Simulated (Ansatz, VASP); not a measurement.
GaP: VASP beside Ansatz

File INCAR:

```
ALGO     = Normal         # electronic algorithm
EDIFF    = 1E-7           # SCF threshold, eV
EDIFFG   = -0.005         # ionic threshold
ENCUT    = 600            # plane-wave cutoff, eV
IBRION   = 2              # ionic algorithm
ISIF     = 3              # what is computed and relaxed
ISMEAR   = 0              # smearing method
LASPH    = T              # aspherical terms in the spheres
LCHARG   = F              # write CHGCAR
LREAL    = F              # projectors in reciprocal space
LWAVE    = F              # write WAVECAR
NELM     = 60             # most SCF steps
NSW      = 100            # ionic steps
PREC     = Accurate       # precision mode
SIGMA    = 0.02           # smearing width, eV
```

KPOINTS

```
k-points
0
Gamma
  8 8 8
```

The input POSCAR:

```
GaP
1.0
    0.0000000000      2.7258124900      2.7258124900
    2.7258124900      0.0000000000      2.7258124900
    2.7258124900      2.7258124900      0.0000000000
Ga P
1 1
Direct
    0.0000000000      0.0000000000      0.0000000000
    0.7500000000      0.7500000000      0.7500000000
```

Input for Ansatz:

```yaml
crystal:
  lattice:
    - [0.0, 2.72581249, 2.72581249]
    - [2.72581249, 0.0, 2.72581249]
    - [2.72581249, 2.72581249, 0.0]
  atoms:
    - { symbol: Ga, position: [0.0, 0.0, 0.0] }
    - { symbol: P, position: [0.75, 0.75, 0.75] }
basis:
  ecutwfc: 420
kpoints:
  mp_grid: { grid: [8, 8, 8] }
hamiltonian:
  xc: lda
scf:
  occupations: { method: gaussian, width: 0.02 }
output:
  forces: true
  stress: true
  eigenvalues: true
relax:
  adjacent_minimum: "off"
  f_tol: 0.005
  max_steps: 80
  cell: { stress_tol: 0.05 }
```

Alike in both runs: task relaxation of cell and atoms; functional LDA; k mesh 8 × 8 × 8; occupations gaussian, width 0.02 eV; no spin polarisation.

|  | VASP | Ansatz |
| --- | --- | --- |
| version | VASP 6.6.1 | Ansatz 0.2.0 |
| potentials or method | VASP PAW LDA potentials, release 64 (Ga_d, P), cutoff 600 eV | scalar-relativistic, plane waves, PAW |
| valence electrons in the cell | 18 | 18 |

```tsv
	VASP	Ansatz	Ansatz less VASP
gap on the k mesh at the Fermi level, each at its own relaxed structure (eV)	1.43	1.43	-0.001
relaxed volume (Å³/atom)	19.61	19.59	-0.020
relaxed cell length with the largest relative difference (Å)	3.814	3.812	-0.0013
```

LDA's correlation is that of Perdew and Zunger in VASP and of Perdew and Wang (1992) in Ansatz.
